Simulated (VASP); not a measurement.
Write the native input for VASP 6.6.1 that does the following.

* Task: single point
* Functional: PBE
* Potentials or basis: VASP PAW PBE potentials, release 64 (I)
* Cutoff: 520 eV
* k mesh: 14 × 14 × 14
* Occupations: fermi-dirac, width 0.05 eV
* Spin: no spin polarisation
* Dipole correction: no
* k mesh for the DOS: 21 × 21 × 21
* Occupations for the DOS: tetrahedron
* Further INCAR settings: ALGO = Normal; EDIFF = 1e-06

The system is I.

```xyz
1
Lattice="0.0000 2.5973 2.5973 2.5973 0.0000 2.5973 2.5973 2.5973 0.0000" Properties=species:S:1:pos:R:3 pbc="T T T"
I     0.0000    0.0000    0.0000
```

One way to write it, as run:

POSCAR

```
I
1.0
    0.0000000000      2.5972562822      2.5972562822
    2.5972562822      0.0000000000      2.5972562822
    2.5972562822      2.5972562822      0.0000000000
I
1
Direct
    0.0000000000      0.0000000000      0.0000000000
```

INCAR.step1

```
PREC     = Accurate       # precision mode
ENCUT    = 520            # plane-wave cutoff, eV
EDIFF    = 1E-6           # SCF threshold, eV
ISMEAR   = -1             # smearing method
SIGMA    = 0.05           # smearing width, eV
LREAL    = False          # projectors in reciprocal space
LASPH    = True           # aspherical terms in the spheres
NELM     = 100            # most SCF steps
ALGO     = Normal         # electronic algorithm
ISIF     = 2              # what is computed and relaxed
LWAVE    = False          # write WAVECAR
LCHARG   = True           # write CHGCAR
GGA      = PE             # functional
NBANDS   = 10             # bands
```

KPOINTS.step1

```
regular mesh
0
Gamma
  14 14 14
```

INCAR.step2

```
PREC     = Accurate       # precision mode
ENCUT    = 520            # plane-wave cutoff, eV
EDIFF    = 1E-6           # SCF threshold, eV
ISMEAR   = -5             # smearing method
SIGMA    = 0.05           # smearing width, eV
LREAL    = False          # projectors in reciprocal space
LASPH    = True           # aspherical terms in the spheres
NELM     = 100            # most SCF steps
ALGO     = Normal         # electronic algorithm
ISIF     = 2              # what is computed and relaxed
LWAVE    = False          # write WAVECAR
LCHARG   = False          # write CHGCAR
GGA      = PE             # functional
LORBIT   = 11             # projections on sites
NEDOS    = 2001           # points of the DOS
ICHARG   = 11             # starting density
```

KPOINTS.step2

```
regular mesh
0
Gamma
  21 21 21
```

Potentials or basis: VASP PAW PBE potentials, release 64 (I).

The run is started by

```console
$ cat potpaw_PBE.64/I/POTCAR > POTCAR
$ cp INCAR.step1 INCAR
$ cp KPOINTS.step1 KPOINTS
$ mpirun -np 1 vasp_std > vasp.out
$ cp INCAR.step2 INCAR
$ cp KPOINTS.step2 KPOINTS
$ mpirun -np 1 vasp_std > vasp.out
```

Results of the run:

```
Valence electrons inside the program's atomic spheres : I 4.15
```

Caveat: an odd number of electrons without spin polarisation forces a metal; a magnetic or distorted state may lie lower.

Run time: 34 s on 1 thread of Intel(R) Xeon(R) Platinum 8488C (Sapphire Rapids) (shared host), peak memory 0.2 GiB.
